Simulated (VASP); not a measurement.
# BP (m.b) (F-43m) in VASP: single point with PBE

Aim: the single point of BP (m.b) with PBE.

Everything below comes from runs of VASP 6.6.1. Logs are shortened: lines on timing, memory, paths and dates and some standing lists are left out, and cuts for length are marked.

## Step 1: The cell of the first run

The structure is cubic, space group F-43m (No. 216). Conventional cell: a = 4.548 Å, b = 4.548 Å, c = 4.548 Å, α = 90.00°, β = 90.00°, γ = 90.00°. B (site symmetry -43m) has 4 P at 1.97 Å within 2.6 Å. Within 2.6 Å of P (site symmetry -43m) lie 4 B at 1.97 Å.

## Step 2: Single point, PBE

File INCAR:

```
SYSTEM = BP
PREC = Accurate
ENCUT = 500
EDIFF = 1E-6
ISMEAR = 0
SIGMA = 0.02
LREAL = .FALSE.
LASPH = .TRUE.
NELM = 120
ALGO = Normal
ISIF = 2
LWAVE = .FALSE.
LCHARG = .FALSE.
GGA = PE
NBANDS = 11
GGA_COMPAT = .FALSE.
```

File KPOINTS:

```
Automatic mesh
0
G
  10 10 10
  0 0 0
```

File POSCAR:

```
BP
1.0
    0.0000000000      2.2740785686      2.2740785686
    2.2740785686      0.0000000000      2.2740785686
    2.2740785686      2.2740785686      0.0000000000
B P
1 1
Direct
    0.0000000000      0.0000000000      0.0000000000
    0.2500000000      0.2500000000      0.2500000000
```

Potentials or basis: VASP PAW PBE potentials, release 64 (B, P).

Run with:

```console
$ cat potpaw_PBE.64/B/POTCAR potpaw_PBE.64/P/POTCAR > POTCAR
$ mpirun -np 1 vasp_std > vasp.out
```

OUTCAR:

```text
SYSTEM = BP
   PREC = Accurate
   ENCUT = 500
   EDIFF = 1E-6
   ISMEAR = 0
   LREAL = .FALSE.
   LASPH = .TRUE.
   NELM = 120
   ISIF = 2
   GGA = PE

 ion  position               nearest neighbor table
   1  0.000  0.000  0.000-   2 1.97   2 1.97   2 1.97   2 1.97
   2  0.250  0.250  0.250-   1 1.97   1 1.97   1 1.97   1 1.97

  LATTYP: Found a face centered cubic cell.
 ALAT       =     4.5481571372

  Lattice vectors:

 A1 = (   0.0000000000,   2.2740785686,   2.2740785686)
 A2 = (   2.2740785686,   0.0000000000,   2.2740785686)
 A3 = (   2.2740785686,   2.2740785686,   0.0000000000)

Analysis of symmetry for initial positions (statically):
=====================================================================
 Subroutine PRICEL returns:
 Original cell was already a primitive cell.

 Routine SETGRP: Setting up the symmetry group for a
 face centered cubic supercell.

 Subroutine GETGRP returns: Found 24 space group operations
 (whereof 24 operations were pure point group operations)
 out of a pool of 48 trial point group operations.

The static configuration has the point symmetry T_d .

Analysis of symmetry for dynamics (positions and initial velocities):
=====================================================================
 Subroutine PRICEL returns:
 Original cell was already a primitive cell.

 Routine SETGRP: Setting up the symmetry group for a
 face centered cubic supercell.

 Subroutine GETGRP returns: Found 24 space group operations
 (whereof 24 operations were pure point group operations)
 out of a pool of 48 trial point group operations.

The dynamic configuration has the point symmetry T_d .

 Subroutine INISYM returns: Found 24 space group operations
 (whereof 24 operations are pure point group operations),
 and found     1 'primitive' translations

----------------------------------------------------------------------------------------

                                     Primitive cell

  volume of cell :      23.5205

  direct lattice vectors                    reciprocal lattice vectors
     0.000000000  2.274078569  2.274078569    -0.219869272  0.219869272  0.219869272
     2.274078569  0.000000000  2.274078569     0.219869272 -0.219869272  0.219869272
     2.274078569  2.274078569  0.000000000     0.219869272  0.219869272 -0.219869272

  length of vectors
     3.216032754  3.216032754  3.216032754     0.380824751  0.380824751  0.380824751

  position of ions in fractional coordinates (direct lattice)
     0.000000000  0.000000000  0.000000000
     0.250000000  0.250000000  0.250000000

  ion indices of the primitive-cell ions
   primitive index   ion index
                 1           1
                 2           2

----------------------------------------------------------------------------------------

 KPOINTS: Automatic mesh

Automatic generation of k-mesh.
 Grid dimensions read from file:
 generate k-points for:   10   10   10

 Generating k-lattice:

  Cartesian coordinates                     Fractional coordinates (reciprocal lattice)
    -0.021986927  0.021986927  0.021986927     0.100000000  0.000000000  0.000000000
     0.021986927 -0.021986927  0.021986927     0.000000000  0.100000000  0.000000000
     0.021986927  0.021986927 -0.021986927     0.000000000  0.000000000  0.100000000

  Length of vectors
     0.038082475  0.038082475  0.038082475

  Shift w.r.t. Gamma in fractional coordinates (k-lattice)
     0.000000000  0.000000000  0.000000000

 Subroutine IBZKPT returns following result:
 ===========================================

 Found     47 irreducible k-points:

 Following reciprocal coordinates:
            Coordinates               Weight
  0.000000  0.000000  0.000000      1.000000
  0.100000  0.000000  0.000000      8.000000
  0.200000  0.000000  0.000000      8.000000
  0.300000  0.000000  0.000000      8.000000
  0.400000  0.000000  0.000000      8.000000
  0.500000  0.000000  0.000000      4.000000
[... 16 lines left out ...]
  0.300000  0.300000  0.000000      6.000000
  0.400000  0.300000  0.000000     24.000000
 [... further k-points ...]
   k-points           NKPTS =     47   k-points in BZ     NKDIM =     47   number of bands    NBANDS=     11
   number of dos      NEDOS =    301   number of ions     NIONS =      2
   total plane-waves  NPLWV =  13824
   dimension x,y,z NGX =    24 NGY =   24 NGZ =   24
   dimension x,y,z NGXF=    48 NGYF=   48 NGZF=   48
   ions per type =               1   1
   NGX,Y,Z   is equivalent  to a cutoff of  12.41, 12.41, 12.41 a.u.
   NGXF,Y,Z  is equivalent  to a cutoff of  24.81, 24.81, 24.81 a.u.
 SYSTEM =  BP
   PREC   = accura    normal or accurate (medium, high low for compatibility)
   ISTART =      0    job   : 0-new  1-cont  2-samecut
   ICHARG =      2    charge: 1-file 2-atom 10-const
   ISPIN  =      1    spin polarized calculation?
   LNONCOLLINEAR =      F non collinear calculations
   LSORBIT =      F    spin-orbit coupling
   LASPH  =      T    aspherical Exc in radial PAW
   ENCUT  =  500.0 eV  36.75 Ry    6.06 a.u.   5.86  5.86  5.86*2*pi/ulx,y,z
   NELM   =    120;   NELMIN=  2; NELMDL= -5     # of ELM steps
   EDIFF  = 0.1E-05   stopping-criterion for ELM
   LREAL  =      F    real-space projection
   EDIFFG = 0.1E-04   stopping-criterion for IOM
   NSW    =      0    number of steps for IOM
   IBRION =     -1    ionic relax: 0-MD 1-quasi-New 2-CG
   NFREE  =      0    steps in history (QN), initial steepest desc. (CG)
   ISIF   =      2    stress and relaxation
   ISYM   =      2    0-nonsym 1-usesym 2-fastsym
   POTIM  = 0.5000    time-step for ionic-motion
   TEBEG  =    0.0;   TEEND  =   0.0 temperature during run
   PSTRESS=    0.0 pullay stress
   NELECT =       8.0000    total number of electrons
   NUPDOWN=      -1.0000    fix difference up-down
   EMIN   =  10.00;   EMAX   =-10.00  energy-range for DOS
   EFERMI =   0.00;   METHOD = LEGACY
   ISMEAR =     0;   SIGMA  =   0.02  broadening in eV -4-tet -1-fermi 0-gaus
   EFERMI_NEDOS =   21; number of points for ismear=-14 and -15
   IALGO  =     38    algorithm
   IMIX   =      4    mixing-type and parameters
     AMIX     =   0.40;   BMIX     =  1.00
     AMIX_MAG =   1.60;   BMIX_MAG =  1.00
  volume/ion in A,a.u.               =      11.76        79.36
  Fermi-wavevector in a.u.,A,eV,Ry     =   1.142763  2.159508 17.767936  1.305906
  Thomas-Fermi vector in A             =   2.279460
   LORBIT       =      0    0 simple, 1 ext, 2 COOP (PROOUT), +10 PAW based schemes
   GGA     = PE    functional components
   LHFCALC =     F    Hartree Fock is set to
   AEXX    =    0.0000 exact exchange contribution
   IVDW    =     0    specifies the selected vdW correction
   LEPSILON=     F    determine dielectric tensor
   LRPA    =     F    only Hartree local field effects (RPA)
 non-spin polarized calculation
 Gauss-broadening in eV      SIGMA  =   0.02
  energy-cutoff  :      500.00
  volume of cell :       23.52
 maximum number of plane-waves:       610
   NGX = 11   NGY = 11   NGZ = 11

 number of electron       8.0000000 magnetization

 Free energy of the ion-electron system (eV)
  ---------------------------------------------------
  ext. energy  EPLUGINS =         0.00000000
  ---------------------------------------------------
  free energy    TOTEN  =       -12.93057768 eV

  energy without entropy =      -12.93057768  energy(sigma->0) =      -12.93057768

 E-fermi :   7.4774     XC(G=0): -10.8784

 val. band max:        7.3537673533   @ k =   0.0000   0.0000   0.0000
 cond. band min:       8.6021442005   @ k =   0.4000   0.4000   0.0000
 fundamental gap:      1.2483768472
 Fermi energy:         7.4773563716

 k-point     1 :       0.0000    0.0000    0.0000
  band No.  band energies     occupation
      1      -8.0469      2.00000
      2       7.3538      2.00000
      3       7.3538      2.00000
      4       7.3538      2.00000
      5      10.7447      0.00000
      6      10.7447      0.00000
      7      10.7447      0.00000
      8      14.6262      0.00000
      9      18.8215      0.00000
     10      19.4634      0.00000
     11      19.4634      0.00000

 k-point     2 :       0.1000    0.0000    0.0000
  band No.  band energies     occupation
      1      -7.8677      2.00000
      2       6.0567      2.00000
      3       7.0608      2.00000
      4       7.0608      2.00000
      5      11.1505      0.00000
      6      11.1505      0.00000
      7      11.1747      0.00000
      8      15.1542      0.00000
      9      18.7838      0.00000
     10      18.7838      0.00000
     11      19.3866      0.00000

 k-point     3 :       0.2000    0.0000    0.0000
  band No.  band energies     occupation
      1      -7.3372      2.00000
      2       3.7249      2.00000
      3       6.5046      2.00000
      4       6.5046      2.00000
      5      11.3604      0.00000
      6      11.8677      0.00000
      7      11.8677      0.00000
      8      16.3467      0.00000
      9      18.1855      0.00000
     10      18.1855      0.00000
     11      20.2443      0.00000

 k-point     4 :       0.3000    0.0000    0.0000
  band No.  band energies     occupation
      1      -6.4854      2.00000
      2       1.3771      2.00000
      3       6.0176      2.00000
      4       6.0176      2.00000
      5      11.2596      0.00000
      6      12.2002      0.00000
      7      12.2002      0.00000
      8      17.2851      0.00000
      9      18.7549      0.00000
     10      18.7549      0.00000
     11      20.4970      0.00000

 k-point     5 :       0.4000    0.0000    0.0000
  band No.  band energies     occupation
      1      -5.4264      2.00000
      2      -0.6309      2.00000
      3       5.7088      2.00000
      4       5.7088      2.00000
      5      11.1411      0.00000
      6      12.1362      0.00000
      7      12.1362      0.00000
      8      17.4900      0.00000
      9      20.4335      0.00000
     10      20.4335      0.00000
     11      21.3835      0.00000
[... 211 lines left out ...]
 k-point    21 :      -0.3000    0.2000    0.0000
  band No.  band energies     occupation
      1      -5.2036      2.00000
      2       0.4006      2.00000
      3       2.7196      2.00000
      4       5.4446      2.00000
      5      11.2404      0.00000
      6      13.4688      0.00000
      7      14.2354      0.00000
      8      16.6439      0.00000
      9      17.7215      0.00000
     10      19.9816      0.00000
     11      24.2655      0.00000

 k-point    22 :      -0.2000    0.2000    0.0000
  band No.  band energies     occupation
      1      -6.1956      2.00000
      2       2.1208      2.00000
      3       3.2081      2.00000
      4       6.1159      2.00000
      5      11.8118      0.00000
      6      12.6527      0.00000
      7      13.7119      0.00000
      8      15.6462      0.00000
      9      16.8510      0.00000
     10      20.9213      0.00000
     11      23.0707      0.00000

 k-point    23 :       0.3000    0.3000    0.0000
  band No.  band energies     occupation
      1      -5.9445      2.00000
      2       2.5281      2.00000
      3       4.1528      2.00000
      4       4.1528      2.00000
      5       8.8832      0.00000
      6      11.2669      0.00000
      7      16.1771      0.00000
      8      16.1771      0.00000
      9      20.3260      0.00000
     10      21.7085      0.00000
     11      23.8091      0.00000

 k-point    24 :       0.4000    0.3000    0.0000
  band No.  band energies     occupation
      1      -5.1250      2.00000
      2       1.2082      2.00000
      3       3.3304      2.00000
      4       3.8596      2.00000
      5       9.1706      0.00000
      6      10.9788      0.00000
      7      16.7840      0.00000
      8      16.7992      0.00000
      9      21.2763      0.00000
     10      22.5778      0.00000
     11      24.3167      0.00000

 [... further k-points ...]

------------------------ aborting loop because EDIFF is reached ----------------------------------------

  FORCE on cell =-STRESS in cart. coord.  units (eV):
  Direction    XX          YY          ZZ          XY          YZ          ZX
  --------------------------------------------------------------------------------------
  -------------------------------------------------------------------------------------
  Total       -0.0289630     -0.0289630     -0.0289630      0.0000000      0.0000000      0.0000000
  in kB       -1.9729114     -1.9729114     -1.9729114      0.0000000      0.0000000      0.0000000
  external PRESSURE =      -1.9729114 kB  Pullay stress =       0.0000000 kB

 VOLUME and BASIS-vectors are now :
 -----------------------------------------------------------------------------
  energy-cutoff  :      500.00
  volume of cell :       23.52
      direct lattice vectors                 reciprocal lattice vectors
     0.000000000  2.274078569  2.274078569    -0.219869272  0.219869272  0.219869272
     2.274078569  0.000000000  2.274078569     0.219869272 -0.219869272  0.219869272
     2.274078569  2.274078569  0.000000000     0.219869272  0.219869272 -0.219869272

 POSITION                                       TOTAL-FORCE (eV/Angst)
 -----------------------------------------------------------------------------------
      0.00000      0.00000      0.00000         0.000000      0.000000      0.000000
      1.13704      1.13704      1.13704        -0.000000     -0.000000     -0.000000
 -----------------------------------------------------------------------------------
    total drift:                                0.000000      0.000000      0.000000

  FREE ENERGIE OF THE ION-ELECTRON SYSTEM (eV)
  ---------------------------------------------------
  free  energy   TOTEN  =       -12.9305776782 eV

  energy  without entropy=      -12.9305776782  energy(sigma->0) =      -12.93057768
```

Wall time 3.7 s (1 thread of Intel Xeon 6975P-C (Granite Rapids), shared host); peak memory 0.13 GiB.

Results:

| Property | Result |
| --- | --- |
| Free energy | -12.9306 eV |
| Pressure | -0.2 GPa |
| Band gap on the k mesh | 1.25 eV, indirect (least direct gap 3.39 eV) |
